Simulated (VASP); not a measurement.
Runs of VASP 6.6.1 on TiC. The structure is that of space group P-6m2 (No. 187), or close to it. The cells are those of the table. The cell was built from a structure type or drawn by symmetry, and may not be a known phase.

```tsv
task	cell	k mesh	cutoff (eV)	smearing	gap on the mesh (eV)	pressure (GPa)	relaxed volume (Å³/atom)
single point	a = 3.042, b = 3.042, c = 2.698 Å, angles 90.0, 90.0, 120.0°, 2 atoms	24 × 24 × 20	520	gaussian 0.1 eV	none	0.1	-
single point	a = 2.960, b = 2.960, c = 2.889 Å, angles 90.0, 90.0, 120.0°, 2 atoms	6 × 6 × 6	520	gaussian 0.1 eV	none	(a)	-
relaxation of cell and atoms	relaxed from a = 3.051, b = 3.051, c = 2.684 Å, angles 90.0, 90.0, 120.0°, 2 atoms	12 × 12 × 14	600	gaussian 0.01 eV	none	0.0	10.82
single point	a = 3.043, b = 3.043, c = 2.697 Å, angles 90.0, 90.0, 120.0°, 2 atoms	12 × 12 × 14	520	gaussian 0.01 eV	none	0.1	-
relaxation of cell and atoms	relaxed from a = 3.043, b = 3.043, c = 2.697 Å, angles 90.0, 90.0, 120.0°, 2 atoms	24 × 24 × 20	600	gaussian 0.1 eV	none	-0.1	10.82
single point	a = 3.051, b = 3.051, c = 2.684 Å, angles 90.0, 90.0, 120.0°, 2 atoms	6 × 6 × 6	520	gaussian 0.1 eV	0.27	0.2	-
relaxation of cell and atoms	relaxed from a = 2.960, b = 2.960, c = 2.889 Å, angles 90.0, 90.0, 120.0°, 2 atoms	6 × 6 × 6	600	gaussian 0.1 eV	0.27	0.0	10.82
```

Alike in all rows: level PBE; potentials or basis VASP PAW PBE potentials, release 64 (Ti_sv, C); no spin polarisation.

Q: Estimate the missing entries.

A: (a) -5.3.

Caveats: some runs use coarse meshes.

A k mesh can miss the band edges.

A gap of «none» marks levels without a gap at the run's occupations.
